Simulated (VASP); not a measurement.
Write the native input for VASP 6.6.1 that does the following.

```
Task                   : relaxation of cell and atoms
Functional             : PBEsol
Potentials or basis    : VASP PAW PBE potentials, release 64 (Pt)
Cutoff                 : 600 eV
k mesh                 : 18 × 18 × 18
Occupations            : gaussian, width 0.1 eV
Spin                   : no spin polarisation
Dipole correction      : no
Further INCAR settings : ALGO = Normal; EDIFF = 1e-07; IBRION = 2; EDIFFG = -0.005; NSW = 100; ISIF = 3
```

The structure of Pt lies in POSCAR:

```
Pt
1.0
    0.0000000000      1.9609000000      1.9609000000
    1.9609000000      0.0000000000      1.9609000000
    1.9609000000      1.9609000000      0.0000000000
Pt
1
Direct
    0.0000000000      0.0000000000      0.0000000000
```

One way to write it, as run:

INCAR

```
PREC = Accurate
ENCUT = 600
EDIFF = 1E-7
ISMEAR = 0
SIGMA = 0.1
LREAL = False
LASPH = True
NELM = 80
ALGO = Normal
ISIF = 3
LWAVE = False
LCHARG = False
GGA = PS
IBRION = 2
NSW = 100
EDIFFG = -0.005
```

KPOINTS

```
Automatic mesh
0
Gamma
  18 18 18
```

Potentials or basis: VASP PAW PBE potentials, release 64 (Pt).

Run with:

```bash
$ cat potpaw_PBE.64/Pt/POTCAR > POTCAR
$ mpirun -np 1 vasp_std > vasp.out
```

Results of the run:

```json
{
 "Relaxed volume": "15.02 Å³/atom",
 "Relaxed cell": "a = 2.769 Å, b = 2.769 Å, c = 2.769 Å, α = 60.00°, β = 60.00°, γ = 60.00°",
 "Space group after relaxing (to 0.1 Å)": "Fm-3m (No. 225)",
 "Energy gained by relaxing": "0.2 meV/atom",
 "Ionic steps": "3",
 "Pressure after relaxing": "0.0 GPa",
 "Band gap on the k mesh": "zero (bands 5 and 6 overlap by 2.25 eV)"
}
```

Caveat: the PAW data sets were made with another functional, which shifts forces and pressure a little; spin-orbit coupling is left out, which moves the levels of the heavy elements.

Run time: 90 s on 1 thread of Intel Xeon 8259CL, with other jobs on the host, peak memory 0.17 GiB.
